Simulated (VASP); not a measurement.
A run of VASP 6.6.1:

INCAR

```
PREC     = Accurate       # precision mode
ENCUT    = 520            # plane-wave cutoff, eV
EDIFF    = 1E-6           # SCF threshold, eV
ISMEAR   = 0              # smearing method
SIGMA    = 0.1            # smearing width, eV
LREAL    = F              # projectors in reciprocal space
LASPH    = T              # aspherical terms in the spheres
NELM     = 60             # most SCF steps
ALGO     = Normal         # electronic algorithm
ISIF     = 2              # what is computed and relaxed
LWAVE    = F              # write WAVECAR
LCHARG   = T              # write CHGCAR
GGA      = PE             # functional
LELF     = T              # ELF
LVHAR    = T            
NBANDS   = 15             # bands
```

The input KPOINTS:

```
regular mesh
0
Gamma
  6 6 4
```

The input POSCAR:

```
TaN
1.0
    2.0797076992     -2.0895075089      0.1878428665
    2.0797076992      2.0895075089      0.1878428665
   -0.2925672585      0.0000000000      3.2048053649
Ta N
1 1
Direct
    0.0000000000      0.0000000000      0.5000000000
    0.5000000000      0.5000000000      0.5000000000
```

Potentials or basis: VASP PAW PBE potentials, release 64 (Ta_pv, N).

The run is started by

```bash
$ cat potpaw_PBE.64/Ta_pv/POTCAR potpaw_PBE.64/N/POTCAR > POTCAR
$ mpirun -np 1 vasp_std > vasp.out
```

Hardware: 1 thread of AMD EPYC 9R45 (Zen 5), with other jobs on the host.

Question: How long does it take, and how much memory?

Answer: Run time: 16 s on 1 thread of AMD EPYC 9R45 (Zen 5) (shared host), peak memory 0.11 GiB. Counts: scf iterations 13, k points 47.
